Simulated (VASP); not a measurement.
Set up this calculation in VASP 6.6.1, as the native input.

```
Task                   : single point
Functional             : PBE
Potentials or basis    : VASP PAW PBE potentials, release 64 (Na_pv, F)
Cutoff                 : 520 eV
k mesh                 : 6 × 6 × 4
Occupations            : gaussian, width 0.01 eV
Spin                   : no spin polarisation
Dipole correction      : no
Further INCAR settings : ALGO = Normal; EDIFF = 1e-06; NBANDS = 22
```

The structure of NaF lies in POSCAR:

```
NaF
1.0
    3.9795184143      0.0000000000      0.0000000000
   -1.9897592072      3.4463640417      0.0000000000
    0.0000000000      0.0000000000      4.7024429907
Na F
2 2
Direct
    0.3333333333      0.6666666667      0.2500000000
    0.6666666667      0.3333333333      0.7500000000
    0.6666666667      0.3333333333      0.2500000000
    0.3333333333      0.6666666667      0.7500000000
```

This cell differs from its parent crystal: volume changed by +3%.

These files were run (other wordings do the same):

INCAR

```
SYSTEM = NaF
ALGO = Normal
EDIFF = 1E-6
ENCUT = 520
GGA = PE
ISIF = 2
ISMEAR = 0
LASPH = .TRUE.
LCHARG = .FALSE.
LREAL = .FALSE.
LWAVE = .FALSE.
NBANDS = 22
NELM = 60
PREC = Accurate
SIGMA = 0.01
```

KPOINTS

```
k-points
0
G
  6 6 4
  0 0 0
```

Potentials or basis: VASP PAW PBE potentials, release 64 (Na_pv, F).

Launch:

```sh
$ cat potpaw_PBE.64/Na_pv/POTCAR potpaw_PBE.64/F/POTCAR > POTCAR
$ mpirun -np 1 vasp_std > vasp.out
```

Results of the run:

```json
{"Pressure": "-1.0 GPa", "Band gap on the k mesh": "5.39 eV, direct"}
```

Wall time 23 s on 1 thread of Intel(R) Xeon(R) Platinum 8375C CPU @ 2.90GHz (Ice Lake), with other jobs on the host, peak memory 0.18 GiB.
